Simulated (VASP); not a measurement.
Runs of VASP 6.6.1 on Ag. The structure is that of space group Im-3m (No. 229), or close to it. The cells are those of the table. This isn't the form of Ag at room conditions, which is fcc.

```tsv
level	cell	screening parameter	gap on the mesh (eV)	pressure (GPa)
PBE0	a = 2.924 Å, angles 109.5°, 1 atom	-	none	-4.2
PBE0	a = 2.905 Å, angles 109.5°, 1 atom	-	none	(a)
HSE06	a = 2.905 Å, angles 109.5°, 1 atom	0.2079 1/Å	none	-2.9
HSE06	a = 2.848 Å, angles 109.5°, 1 atom	0.2079 1/Å	none	(b)
HSE06	a = 2.924 Å, angles 109.5°, 1 atom	0.2079 1/Å	none	-4.0
```

Alike in all rows: task single point; potentials or basis VASP PAW PBE potentials, release 64 (Ag); no spin polarisation; k mesh 6 × 6 × 6; cutoff (eV) 520; smearing fermi-dirac 0.05 eV.

Question: Estimate the missing entries.

Answer: (a) -3.0; (b) 0.8.

Caveats: all runs use coarse meshes; the PAW data sets were made with another functional, which shifts forces and pressure a little.

A k mesh can miss the band edges, and the runs leave out spin-orbit coupling on Ag.

A gap of «none» marks levels without a gap at the run's occupations.
